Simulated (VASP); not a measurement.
# KI (Cmcm) in VASP: single point with LDA

Aim: the single point of KI with LDA.

All numbers are computed with VASP 6.6.1; they aren't measurements. Logs are shortened: lines on timing, memory, paths and dates and some standing lists are left out, and cuts for length are marked.

### Step 1. The cell of the first run

It takes space group Cmcm (No. 63, orthorhombic). Conventional cell: a = 5.025 Å, b = 8.510 Å, c = 8.677 Å, α = 90.00°, β = 90.00°, γ = 90.00°. K (site symmetry 2/m) has 6 I at 3.59 to 3.62 Å and 2 K at 4.34 Å within 4.7 Å. I (site symmetry m2m) has 6 K at 3.59 to 3.62 Å within 4.7 Å.

### Step 2. Single point, LDA

File INCAR:

```
SYSTEM = KI
ALGO = Normal
EDIFF = 1E-6
ENCUT = 520
ISIF = 2
ISMEAR = 0
LASPH = .TRUE.
LCHARG = .FALSE.
LREAL = .FALSE.
LWAVE = .FALSE.
NBANDS = 24
NELM = 80
PREC = Accurate
SIGMA = 0.05
```

File KPOINTS:

```
k-points
0
G
  6 6 4
  0 0 0
```

File POSCAR:

```
KI
1.0
    2.5126600000     -4.2552270000      0.0000000000
    2.5126600000      4.2552270000      0.0000000000
    0.0000000000      0.0000000000      8.6765890000
K I
2 2
Direct
    0.5000000000      0.5000000000      0.5000000000
    0.5000000000      0.5000000000      0.0000000000
    0.8402300000      0.1597700000      0.2500000000
    0.1597700000      0.8402300000      0.7500000000
```

Potentials or basis: VASP PAW LDA potentials, release 64 (K_sv, I).

Run with:

```sh
$ cat potpaw_LDA.64/K_sv/POTCAR potpaw_LDA.64/I/POTCAR > POTCAR
$ mpirun -np 1 vasp_std > vasp.out
```

OUTCAR:

```text
SYSTEM = KI
   EDIFF = 1E-6
   ENCUT = 520
   ISIF = 2
   ISMEAR = 0
   LASPH = .TRUE.
   LREAL = .FALSE.
   NELM = 80
   PREC = Accurate

 ion  position               nearest neighbor table
   1  0.500  0.500  0.500-   4 3.59   3 3.59   4 3.59   3 3.59   3 3.62   4 3.62
   2  0.500  0.500  0.000-   4 3.59   3 3.59   4 3.59   3 3.59   3 3.62   4 3.62
   3  0.840  0.160  0.250-   1 3.59   2 3.59   1 3.59   2 3.59   1 3.62   2 3.62
   4  0.160  0.840  0.750-   1 3.59   2 3.59   1 3.59   2 3.59   1 3.62   2 3.62

  LATTYP: Found a base centered orthorhombic cell.
 ALAT       =     5.0253200000
 B/A-ratio  =     1.6935148408
 C/A-ratio  =     1.7265744271

  Lattice vectors:

 A1 = (   2.5126600000,  -4.2552270000,   0.0000000000)
 A2 = (   2.5126600000,   4.2552270000,   0.0000000000)
 A3 = (   0.0000000000,   0.0000000000,   8.6765890000)

Analysis of symmetry for initial positions (statically):
=====================================================================
 Subroutine PRICEL returns:
 Original cell was already a primitive cell.

 Routine SETGRP: Setting up the symmetry group for a
 base centered orthorhombic supercell.

 Subroutine GETGRP returns: Found  8 space group operations
 (whereof  4 operations were pure point group operations)
 out of a pool of  8 trial point group operations.

The static configuration has the point symmetry C_2h.
 The point group associated with its full space group is D_2h.

Analysis of symmetry for dynamics (positions and initial velocities):
=====================================================================
 Subroutine PRICEL returns:
 Original cell was already a primitive cell.

 Routine SETGRP: Setting up the symmetry group for a
 base centered orthorhombic supercell.

 Subroutine GETGRP returns: Found  8 space group operations
 (whereof  4 operations were pure point group operations)
 out of a pool of  8 trial point group operations.

The dynamic configuration has the point symmetry C_2h.
 The point group associated with its full space group is D_2h.

 Subroutine INISYM returns: Found  8 space group operations
 (whereof  4 operations are pure point group operations),
 and found     1 'primitive' translations

----------------------------------------------------------------------------------------

                                     Primitive cell

  volume of cell :     185.5391

  direct lattice vectors                    reciprocal lattice vectors
     2.512660000 -4.255227000  0.000000000     0.198992303 -0.117502545  0.000000000
     2.512660000  4.255227000  0.000000000     0.198992303  0.117502545  0.000000000
     0.000000000  0.000000000  8.676589000     0.000000000  0.000000000  0.115252664

  length of vectors
     4.941701842  4.941701842  8.676589000     0.231094752  0.231094752  0.115252664

  position of ions in fractional coordinates (direct lattice)
     0.500000000  0.500000000  0.500000000
     0.500000000  0.500000000  0.000000000
     0.840230000  0.159770000  0.250000000
     0.159770000  0.840230000  0.750000000

  ion indices of the primitive-cell ions
   primitive index   ion index
                 1           1
                 2           2
                 3           3
                 4           4

----------------------------------------------------------------------------------------

 KPOINTS: k-points

Automatic generation of k-mesh.
 Grid dimensions read from file:
 generate k-points for:    6    6    4

 Generating k-lattice:

  Cartesian coordinates                     Fractional coordinates (reciprocal lattice)
     0.033165384 -0.019583757  0.000000000     0.166666667 -0.000000000  0.000000000
     0.033165384  0.019583757  0.000000000    -0.000000000  0.166666667  0.000000000
     0.000000000  0.000000000  0.028813166     0.000000000  0.000000000  0.250000000

  Length of vectors
     0.038515792  0.038515792  0.028813166

  Shift w.r.t. Gamma in fractional coordinates (k-lattice)
     0.000000000  0.000000000  0.000000000

 Subroutine IBZKPT returns following result:
 ===========================================

 Found     39 irreducible k-points:

 Following reciprocal coordinates:
            Coordinates               Weight
  0.000000  0.000000  0.000000      1.000000
  0.166667  0.000000  0.000000      4.000000
  0.333333  0.000000  0.000000      4.000000
  0.500000  0.000000  0.000000      2.000000
  0.166667  0.166667  0.000000      2.000000
  0.333333  0.166667  0.000000      4.000000
[... 16 lines left out ...]
  0.333333  0.333333  0.250000      4.000000
  0.500000  0.333333  0.250000      8.000000
 [... further k-points ...]
   k-points           NKPTS =     39   k-points in BZ     NKDIM =     39   number of bands    NBANDS=     24
   number of dos      NEDOS =    301   number of ions     NIONS =      4
   total plane-waves  NPLWV = 112000
   dimension x,y,z NGX =    40 NGY =   40 NGZ =   70
   dimension x,y,z NGXF=    80 NGYF=   80 NGZF=  140
   ions per type =               2   2
   NGX,Y,Z   is equivalent  to a cutoff of  13.46, 13.46, 13.41 a.u.
   NGXF,Y,Z  is equivalent  to a cutoff of  26.91, 26.91, 26.82 a.u.
 SYSTEM =  KI
   PREC   = accura    normal or accurate (medium, high low for compatibility)
   ISTART =      0    job   : 0-new  1-cont  2-samecut
   ICHARG =      2    charge: 1-file 2-atom 10-const
   ISPIN  =      1    spin polarized calculation?
   LNONCOLLINEAR =      F non collinear calculations
   LSORBIT =      F    spin-orbit coupling
   LASPH  =      T    aspherical Exc in radial PAW
   ENCUT  =  520.0 eV  38.22 Ry    6.18 a.u.   9.19  9.19 16.13*2*pi/ulx,y,z
   NELM   =     80;   NELMIN=  2; NELMDL= -5     # of ELM steps
   EDIFF  = 0.1E-05   stopping-criterion for ELM
   LREAL  =      F    real-space projection
   EDIFFG = 0.1E-04   stopping-criterion for IOM
   NSW    =      0    number of steps for IOM
   IBRION =     -1    ionic relax: 0-MD 1-quasi-New 2-CG
   NFREE  =      0    steps in history (QN), initial steepest desc. (CG)
   ISIF   =      2    stress and relaxation
   ISYM   =      2    0-nonsym 1-usesym 2-fastsym
   POTIM  = 0.5000    time-step for ionic-motion
   TEBEG  =    0.0;   TEEND  =   0.0 temperature during run
   PSTRESS=    0.0 pullay stress
   NELECT =      32.0000    total number of electrons
   NUPDOWN=      -1.0000    fix difference up-down
   EMIN   =  10.00;   EMAX   =-10.00  energy-range for DOS
   EFERMI =   0.00;   METHOD = LEGACY
   ISMEAR =     0;   SIGMA  =   0.05  broadening in eV -4-tet -1-fermi 0-gaus
   EFERMI_NEDOS =   21; number of points for ismear=-14 and -15
   IALGO  =     38    algorithm
   IMIX   =      4    mixing-type and parameters
     AMIX     =   0.40;   BMIX     =  1.00
     AMIX_MAG =   1.60;   BMIX_MAG =  1.00
  volume/ion in A,a.u.               =      46.38       313.02
  Fermi-wavevector in a.u.,A,eV,Ry     =   0.911268  1.722048 11.298416  0.830410
  Thomas-Fermi vector in A             =   2.035528
   LORBIT       =      0    0 simple, 1 ext, 2 COOP (PROOUT), +10 PAW based schemes
   GGA     = CA    functional components
   LHFCALC =     F    Hartree Fock is set to
   AEXX    =    0.0000 exact exchange contribution
   IVDW    =     0    specifies the selected vdW correction
   LEPSILON=     F    determine dielectric tensor
   LRPA    =     F    only Hartree local field effects (RPA)
 non-spin polarized calculation
 Gauss-broadening in eV      SIGMA  =   0.05
  energy-cutoff  :      520.00
  volume of cell :      185.54
 maximum number of plane-waves:      5034
 NGX is ok and might be reduce to    40
   NGX = 19   NGY = 19   NGZ = 33

 number of electron      31.9999999 magnetization

 Free energy of the ion-electron system (eV)
  ---------------------------------------------------
  ext. energy  EPLUGINS =         0.00000000
  ---------------------------------------------------
  free energy    TOTEN  =       -12.09893911 eV

  energy without entropy =      -12.09893911  energy(sigma->0) =      -12.09893911

 E-fermi :  -0.5225     XC(G=0):  -7.4258

 val. band max:       -0.7797850310   @ k =   0.0000   0.0000   0.0000
 cond. band min:       2.6185681039   @ k =   0.0000   0.0000   0.0000
 fundamental gap:      3.3983531350
 Fermi energy:        -0.5224967433

 k-point     1 :       0.0000    0.0000    0.0000
  band No.  band energies     occupation
      1     -29.1589      2.00000
      2     -29.1543      2.00000
      3     -13.0368      2.00000
      4     -12.8782      2.00000
      5     -12.8763      2.00000
      6     -12.8670      2.00000
[... 16 lines left out ...]
     23       5.9049      0.00000
     24       6.4172      0.00000

 k-point     2 :       0.1667    0.0000    0.0000
  band No.  band energies     occupation
      1     -29.1585      2.00000
      2     -29.1540      2.00000
      3     -13.0166      2.00000
      4     -12.9066      2.00000
      5     -12.8802      2.00000
      6     -12.8748      2.00000
[... 16 lines left out ...]
     23       6.0935      0.00000
     24       6.2178      0.00000

 k-point     3 :       0.3333    0.0000    0.0000
  band No.  band energies     occupation
      1     -29.1578      2.00000
      2     -29.1533      2.00000
      3     -12.9862      2.00000
      4     -12.9494      2.00000
      5     -12.8939      2.00000
      6     -12.8854      2.00000
[... 16 lines left out ...]
     23       6.5943      0.00000
     24       7.0019      0.00000

 k-point     4 :       0.5000    0.0000    0.0000
  band No.  band energies     occupation
      1     -29.1574      2.00000
      2     -29.1530      2.00000
      3     -12.9987      2.00000
      4     -12.9402      2.00000
      5     -12.9035      2.00000
      6     -12.8879      2.00000
[... 16 lines left out ...]
     23       7.0117      0.00000
     24       7.1686      0.00000

 k-point     5 :       0.1667    0.1667    0.0000
  band No.  band energies     occupation
      1     -29.1580      2.00000
      2     -29.1535      2.00000
      3     -12.9858      2.00000
      4     -12.9424      2.00000
      5     -12.8901      2.00000
      6     -12.8852      2.00000
[... 16 lines left out ...]
     23       6.4276      0.00000
     24       6.8486      0.00000

 k-point     6 :       0.3333    0.1667    0.0000
  band No.  band energies     occupation
      1     -29.1574      2.00000
      2     -29.1530      2.00000
      3     -12.9783      2.00000
      4     -12.9458      2.00000
      5     -12.9047      2.00000
      6     -12.8973      2.00000
[... 16 lines left out ...]
     23       6.5968      0.00000
     24       7.2295      0.00000
[... 379 lines left out ...]
 k-point    21 :      -0.3333    0.1667    0.2500
  band No.  band energies     occupation
      1     -29.1572      2.00000
      2     -29.1541      2.00000
      3     -12.9716      2.00000
      4     -12.9379      2.00000
      5     -12.8946      2.00000
      6     -12.8846      2.00000
[... 16 lines left out ...]
     23       6.4718      0.00000
     24       6.8890      0.00000

 k-point    22 :      -0.1667    0.1667    0.2500
  band No.  band energies     occupation
      1     -29.1578      2.00000
      2     -29.1546      2.00000
      3     -12.9963      2.00000
      4     -12.9080      2.00000
      5     -12.8804      2.00000
      6     -12.8773      2.00000
[... 16 lines left out ...]
     23       6.0672      0.00000
     24       6.2176      0.00000

 k-point    23 :       0.3333    0.3333    0.2500
  band No.  band energies     occupation
      1     -29.1565      2.00000
      2     -29.1534      2.00000
      3     -12.9420      2.00000
      4     -12.9418      2.00000
      5     -12.9279      2.00000
      6     -12.8976      2.00000
[... 16 lines left out ...]
     23       6.9080      0.00000
     24       7.0072      0.00000

 k-point    24 :       0.5000    0.3333    0.2500
  band No.  band energies     occupation
      1     -29.1566      2.00000
      2     -29.1535      2.00000
      3     -12.9689      2.00000
      4     -12.9349      2.00000
      5     -12.9126      2.00000
      6     -12.8957      2.00000
[... 16 lines left out ...]
     23       6.5997      0.00000
     24       7.0510      0.00000

 [... further k-points ...]
[... 5 lines left out ...]
  --------------------------------------------------------------------------------------
  -------------------------------------------------------------------------------------
  Total       -1.9582175     -1.8383560     -1.9838369      0.0000000      0.0000000      0.0000000
  in kB      -16.9097048    -15.8746704    -17.1309350      0.0000000      0.0000000      0.0000000
  external PRESSURE =     -16.6384367 kB  Pullay stress =       0.0000000 kB

 VOLUME and BASIS-vectors are now :
 -----------------------------------------------------------------------------
  energy-cutoff  :      520.00
  volume of cell :      185.54
      direct lattice vectors                 reciprocal lattice vectors
     2.512660000 -4.255227000  0.000000000     0.198992303 -0.117502545  0.000000000
     2.512660000  4.255227000  0.000000000     0.198992303  0.117502545  0.000000000
     0.000000000  0.000000000  8.676589000     0.000000000  0.000000000  0.115252664

 POSITION                                       TOTAL-FORCE (eV/Angst)
 -----------------------------------------------------------------------------------
      2.51266      0.00000      4.33829        -0.000000      0.000000     -0.000000
      2.51266      0.00000      0.00000         0.000000      0.000000     -0.000000
      2.51266     -2.89551      2.16915         0.000000      0.029484      0.000000
      2.51266      2.89551      6.50744         0.000000     -0.029484     -0.000000
 -----------------------------------------------------------------------------------
    total drift:                               -0.000000      0.000000     -0.000000

  FREE ENERGIE OF THE ION-ELECTRON SYSTEM (eV)
  ---------------------------------------------------
  free  energy   TOTEN  =       -12.0989391087 eV

  energy  without entropy=      -12.0989391087  energy(sigma->0) =      -12.09893911
```

Run time: 4.7 min. Hardware: 1 thread of Oxide Virtual Turin-like, shared host; peak memory 0.31 GiB.

What came out:

- Free energy: -12.0989 eV
- Pressure: -1.7 GPa
- Largest force: 0.029 eV/Å
- Band gap on the k mesh: 3.40 eV

Forces in eV/Å, atoms in the order of the input:
```
K    0.000  0.000  0.000
K    0.000  0.000  0.000
I    0.000  0.029  0.000
I    0.000 -0.029  0.000
```

Caveat: spin-orbit coupling is left out, which moves the levels of the heavy elements. A k mesh can miss the band edges.
